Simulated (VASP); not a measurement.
# Sb: single point with PBE

Sb:

```
CELL_PARAMETERS angstrom
3.25496 0.00594 -0.01296
0.00594 3.24263 0.01580
-0.01296 0.01580 3.26763
ATOMIC_POSITIONS crystal
Sb 0.00000 0.00000 0.00000
```

This cell differs from its parent crystal: the cell strained at random.

```
Program                : VASP 6.6.1
Task                   : single point
Functional             : PBE
Potentials or basis    : VASP PAW PBE potentials, release 64 (Sb)
Cutoff                 : 520 eV
k mesh                 : 12 × 12 × 12
Occupations            : gaussian, width 0.1 eV
Spin                   : no spin polarisation
Dipole correction      : no
Further INCAR settings : ALGO = Normal; EDIFF = 1e-06; NBANDS = 8
```

```
Pressure : -5.4 GPa
```

Stress tensor (GPa, compression positive):
```
-5.40 -0.04  0.10
-0.04 -5.13 -0.11
 0.10 -0.11 -5.59
```

Levels at points of the mesh, in eV from the Fermi level:
```tsv
k point	band 1	band 2	band 3	band 4	band 5	band 6
(0.00, 0.00, 0.00)	-11.42	2.75	2.85	2.94	6.70	6.77
(0.50, 0.00, 0.00)	-9.49	-4.69	4.32	4.51	8.56	10.14
(0.00, 0.50, 0.00)	-9.45	-4.70	4.35	4.45	8.57	10.10
(0.50, 0.50, 0.00)	-7.45	-3.00	-2.94	2.65	5.89	11.62
(0.00, 0.00, 0.50)	-9.53	-4.68	4.38	4.48	8.56	10.19
(0.50, 0.00, 0.50)	-7.54	-3.03	-2.94	2.63	6.02	11.69
(0.00, 0.50, 0.50)	-7.50	-3.05	-2.91	2.64	5.95	11.66
(0.50, 0.50, 0.50)	-5.35	-1.47	-1.42	-1.31	4.90	4.97
```

Wall time 76 s on 1 thread of AMD EPYC 9R14 (Zen 4), on a shared host, peak memory 0.31 GiB.

Caveat: the cell differs from its parent crystal (the cell strained at random); spin-orbit coupling is left out, which moves the levels of the heavy elements.
